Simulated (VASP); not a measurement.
Ag, 2 atoms in the cell. The structure is tetragonal, space group I4_1/amd (No. 141). Conventional cell: a = 5.368 Å, b = 5.368 Å, c = 2.814 Å, α = 90.00°, β = 90.00°, γ = 90.00°. Ag (site symmetry -4m2) has 10 Ag at 2.77 to 3.41 Å within 3.7 Å. 

```yaml
Program: VASP 6.6.1
Task: relaxation of cell and atoms
Functional: PBE
Potentials_or_basis: VASP PAW PBE potentials, release 64 (Ag)
Cutoff: 600 eV
k_mesh: 15 × 15 × 15
Occupations: fermi-dirac, width 0.05 eV
Spin: no spin polarisation
Target_pressure: -1.8 GPa
Dipole_correction: no
Further_INCAR_settings: ALGO = Normal; EDIFF = 1e-06; IBRION = 2; EDIFFG = -0.005; NSW = 32; ISIF = 3
```

Potentials or basis: VASP PAW PBE potentials, release 64 (Ag).

Run with:

```console
$ cat potpaw_PBE.64/Ag/POTCAR > POTCAR
$ mpirun -np 1 vasp_std > vasp.out
```

Hardware: 1 thread of Oxide Virtual Turin-like Processor, with other jobs on the host.

Problem. Estimate the wall time of this run.

Solution. Wall time 3.8 min on 1 thread of Oxide Virtual Turin-like Processor, with other jobs on the host, peak memory 0.3 GiB. Counts: scf iterations 16, k points 288, ion steps 2.
